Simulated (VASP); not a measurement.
## SnS: single point with PBE

Crystal: SnS.

```
CELL_PARAMETERS angstrom
11.82000 0.00000 0.00000
0.00000 3.98800 0.00000
0.00000 0.00000 4.34000
ATOMIC_POSITIONS crystal
Sn 0.11800 0.25000 0.11500
Sn 0.38200 0.75000 0.61500
Sn 0.61800 0.25000 0.38500
Sn 0.88200 0.75000 0.88500
S 0.85000 0.25000 0.47800
S 0.65000 0.75000 0.97800
S 0.35000 0.25000 0.02200
S 0.15000 0.75000 0.52200
```

```yaml
Program: VASP 6.6.1
Task: single point
Functional: PBE
Potentials_or_basis: VASP PAW PBE potentials, release 64 (Sn_d, S)
Cutoff: 500 eV
k_mesh: 2 × 6 × 5
Occupations: fermi-dirac, width 0.3 eV
Spin: no spin polarisation
```

The pressure is -1.2 GPa. The largest force is 0.348 eV/Å and the band gap on the k mesh is 0.59 eV (least direct gap 0.93 eV).

Forces on the atoms (eV/Å):
```
Sn   0.341  0.000  0.067
Sn  -0.341  0.000  0.067
Sn   0.341  0.000 -0.067
Sn  -0.341  0.000 -0.067
S   -0.212  0.000  0.022
S    0.212  0.000  0.022
S   -0.212  0.000 -0.022
S    0.212  0.000 -0.022
```

Stress tensor (GPa, compression positive):
```
-2.87  0.00  0.00
 0.00 -0.22  0.00
 0.00  0.00 -0.37
```

Levels at points of the mesh, in eV from the valence-band top:
```csv
k point,band 38,band 39,band 40,band 41,band 42,band 43
"(0.00, 0.00, 0.00)",-1.52,-0.68,-0.46,0.59,3.06,3.12
"(0.50, 0.00, 0.00)",-1.98,-0.55,-0.55,2.20,2.20,2.95
"(0.00, 0.50, 0.00)",-0.99,-0.79,-0.79,1.33,1.33,1.45
"(0.50, 0.50, 0.00)",-0.92,-0.92,-0.92,1.56,1.56,1.56
```

Run time: 5.1 min on 1 thread of Oxide Virtual Turin-like Processor, with other jobs on the host, peak memory 0.34 GiB.

Caveat: so wide a smearing shifts energies and pressures; semilocal functionals underestimate gaps, and a narrow one can read as zero; spin-orbit coupling is left out, which moves the levels of the heavy elements. A k mesh can miss the band edges.
